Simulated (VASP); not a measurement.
Here is a VASP 6.6.1 calculation.

File INCAR:

```
PREC = Accurate
ENCUT = 600
EDIFF = 1E-8
ISMEAR = 0
SIGMA = 0.01
LREAL = F
LASPH = T
NELM = 80
ALGO = Normal
ISIF = 3
LWAVE = F
LCHARG = T
GGA = PE
IBRION = 6
NFREE = 2
POTIM = 0.015
NSW = 1
```

KPOINTS

```
Automatic mesh
0
Gamma
  12 12 12
```

POSCAR

```
InSb
1.0
    0.0000000000      2.9211815904      2.9211815904
    2.9211815904      0.0000000000      2.9211815904
    2.9211815904      2.9211815904      0.0000000000
In Sb
1 1
Direct
    0.0000000000      0.0000000000      0.0000000000
    0.7500000000      0.7500000000      0.7500000000
```

Potentials or basis: VASP PAW PBE potentials, release 64 (In_d, Sb).

The run is started by

```console
$ cat potpaw_PBE.64/In_d/POTCAR potpaw_PBE.64/Sb/POTCAR > POTCAR
$ mpirun -np 1 vasp_std > vasp.out
```

Question: What does it give for the elastic constants C11, C12, C44?

Answer: 138, 138, 3 GPa.

Question: Estimate the Voigt bulk modulus.

Answer: 138 GPa.

Question: Predict the highest phonon frequency at Γ, LO-TO splitting left out.

Answer: 266 cm⁻¹.

Phonon frequencies in cm⁻¹ (negative: imaginary):
```tsv
q point	frequencies
(0.000, 0.000, 0.000)	0 0 0 266 266 266
```

Caveat: the cell is under stress, which shifts elastic constants; the elastic tensor has a negative eigenvalue, so either the cell is unstable as it stands or the mesh is too thin.
